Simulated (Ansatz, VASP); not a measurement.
# One calculation of GaN, two programs

```
Ga N
1.0
     0.00000    2.25350    2.25350
     2.25350    0.00000    2.25350
     2.25350    2.25350    0.00000
Ga N
1 1
Direct
  0.00000 0.00000 0.00000
  0.25000 0.25000 0.25000
```

Alike in both runs: task single point; functional PBE; k mesh 6 × 6 × 6; occupations fermi-dirac, width 0.04 eV; no spin polarisation.

```csv
,VASP,Ansatz
version,VASP 6.6.1,Ansatz 0.2.0
potentials or method,"VASP PAW PBE potentials, release 64 (Ga_d, N), cutoff 520 eV","all-electron LAPW, scalar-relativistic"
```

|  | VASP | Ansatz | Ansatz less VASP |
| --- | --- | --- | --- |
| gap on the k mesh at the Fermi level (eV) | 1.72 | 1.73 | +0.010 |
| least direct gap on the mesh (eV) | 1.72 | 1.73 | +0.010 |
| pressure (GPa) | 5.0 | 4.9 | -0.16 |

Ansatz ran all-electron here, and VASP with PAW potentials.
